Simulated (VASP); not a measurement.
A run of VASP 6.6.1:

Contents of INCAR:

```
PREC = Accurate
ENCUT = 520
EDIFF = 1E-7
ISMEAR = -1
SIGMA = 0.05
LREAL = F
LASPH = T
NELM = 80
ALGO = Normal
ISIF = 2
LWAVE = F
LCHARG = F
GGA = CA
NBANDS = 10
```

KPOINTS

```
regular mesh
0
Gamma
  13 13 13
```

File POSCAR:

```
Na
1.0
    0.0000000000      2.4212323255      2.4212323255
    2.4212323255      0.0000000000      2.4212323255
    2.4212323255      2.4212323255      0.0000000000
Na
1
Direct
    0.0000000000      0.0000000000      0.0000000000
```

Potentials or basis: VASP PAW LDA potentials, release 64 (Na_pv).

Run with:

```console
$ cat potpaw_LDA.64/Na_pv/POTCAR > POTCAR
$ mpirun -np 1 vasp_std > vasp.out
```

Hardware: 1 thread of Intel(R) Xeon(R) Platinum 8259CL CPU @ 2.50GHz (Skylake/Cascade Lake), with other jobs on the host.

Estimate the wall time of this run.

It took 20 s on 1 thread of Intel(R) Xeon(R) Platinum 8259CL CPU @ 2.50GHz (Skylake/Cascade Lake), with other jobs on the host, peak memory 0.14 GiB. Counts: scf iterations 10, k points 84.
